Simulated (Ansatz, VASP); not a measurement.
CsBr in VASP and in Ansatz

File INCAR:

```
  PREC = Accurate
  ENCUT = 400
  EDIFF = 1E-8
  ISMEAR = -1
  SIGMA = 0.03
  LREAL = False
  LASPH = True
  NELM = 120
  ALGO = Normal
  ISIF = 2
  LWAVE = False
  LCHARG = False
  GGA = PE
  LEFG = True
  NBANDS = 15
  GGA_COMPAT = False
```

File KPOINTS:

```
regular mesh
0
Gamma
  7 7 7
```

POSCAR

```
CsBr
1.0
    3.5440742934      0.0000000000      0.0000000000
    0.0000000000      3.5440742934      0.0000000000
    0.0000000000      0.0000000000      3.5440742934
Cs Br
1 1
Direct
    0.0000000000      0.0000000000      0.0000000000
    0.5000000000      0.5000000000      0.5000000000
```

Input for Ansatz:

```yaml
crystal:
  lattice:
    - [3.5440742934, 0.0, 0.0]
    - [0.0, 3.5440742934, 0.0]
    - [0.0, 0.0, 3.5440742934]
  atoms:
    - { symbol: Cs, position: [0.0, 0.0, 0.0] }
    - { symbol: Br, position: [0.5, 0.5, 0.5] }
kpoints:
  mp_grid: { grid: [7, 7, 7] }
  band_path:
    path:
      - [0.0, 0.0, 0.0]
      - [0.0, 0.5, 0.0]
      - [0.5, 0.5, 0.0]
      - [0.0, 0.0, 0.0]
      - [0.5, 0.5, 0.5]
      - [0.0, 0.5, 0.0]
      - [0.5, 0.5, 0.5]
      - [0.5, 0.5, 0.0]
    npoints: 6
scf:
  occupations: { method: fermi_dirac, width: 0.03 }
hamiltonian:
  xc: pbe
  pseudopotentials: { kind: paw }
output:
  forces: true
  stress: true
  eigenvalues: true
  efg: { contact_densities: true }
  populations: true
```

Change from the starting cell: volume scaled by 0.55, PAW files.

Alike in both runs: task electric field gradients; functional PBE; k mesh 7 × 7 × 7; occupations fermi-dirac, width 0.03 eV; no spin polarisation.

|  | VASP | Ansatz |
| --- | --- | --- |
| version | VASP 6.6.1 | Ansatz 0.2.0 |
| potentials or method | VASP PAW PBE potentials, release 64 (Cs_sv, Br) | PAW with Ansatz's default frozen-core files, scalar-relativistic |
| plane-wave cutoff (eV) | 400 | 420 |
| valence electrons in the cell | 16 | 16 |

Ansatz gave:

| Item | Value |
| --- | --- |
| gap on the k mesh at the Fermi level (eV) | 2.82 |
| pressure (GPa) | 39.4 |

What did VASP give for the same quantities?

gap on the k mesh at the Fermi level (eV): 2.76; pressure (GPa): 40.3.

Both programs put the cell under a high pressure, so it lies far from rest at this level. The functional is the same, so the differences come from potentials, cutoffs and numerics.

Spin-orbit coupling is off throughout.
